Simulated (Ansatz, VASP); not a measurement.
# SnSe: VASP beside Ansatz

The input INCAR:

```
ALGO = Normal ; EDIFF = 1E-6
ENCUT = 520 ; GGA = PE
ISIF = 2 ; ISMEAR = -1
LASPH = True ; LCHARG = True
LELF = True ; LREAL = False
LVHAR = True ; LWAVE = False
NBANDS = 28 ; NELM = 80
PREC = Accurate ; SIGMA = 0.08
```

The input KPOINTS:

```
k-points
0
Gamma
  9 9 5
```

POSCAR

```
SnSe
1.0
    5.0212855458      0.0000000000      0.0000000000
   -2.5106427729      4.3485608423      0.0000000000
    0.0000000000      0.0000000000      5.9901294026
Sn Se
2 2
Direct
    0.3333333333      0.6666666667     -0.0620987215
    0.6666666667      0.3333333333      0.4379012785
    0.3333333333      0.6666666667      0.4380987215
    0.6666666667      0.3333333333      0.9380987215
```

Input for Ansatz:

```yaml
crystal:
  lattice:
    - [5.0212855458, 0.0, 0.0]
    - [-2.5106427729, 4.3485608423, 0.0]
    - [0.0, 0.0, 5.9901294026]
  atoms:
    - { symbol: Sn, position: [0.3333333333, 0.6666666667, -0.0620987215] }
    - { symbol: Sn, position: [0.6666666667, 0.3333333333, 0.4379012785] }
    - { symbol: Se, position: [0.3333333333, 0.6666666667, 0.4380987215] }
    - { symbol: Se, position: [0.6666666667, 0.3333333333, 0.9380987215] }
kpoints:
  mp_grid: { grid: [9, 9, 5] }
scf:
  occupations: { method: fermi_dirac, width: 0.08 }
hamiltonian:
  xc: pbe
  pseudopotentials: { kind: paw }
output:
  forces: true
  stress: true
  eigenvalues: true
  populations: true
```

Change from the starting cell: volume scaled by 0.94, PAW files.

Alike in both runs: task single point; functional PBE; k mesh 9 × 9 × 5; occupations fermi-dirac, width 0.08 eV; no spin polarisation.

```csv
,VASP,Ansatz
version,VASP 6.6.1,Ansatz 0.2.0
potentials or method,"VASP PAW PBE potentials, release 64 (Sn_d, Se)","PAW with Ansatz's default frozen-core files, scalar-relativistic"
plane-wave cutoff (eV),520,420
valence electrons in the cell,40,60
```

```tsv
	VASP	Ansatz	Ansatz less VASP
pressure (GPa)	2.1	2.1	-0.01
```

The functional is the same, so the differences come from potentials, cutoffs and numerics. VASP's potentials hold 40 valence electrons a cell and Ansatz's 60, so a difference there can come from the potentials and not from the codes.
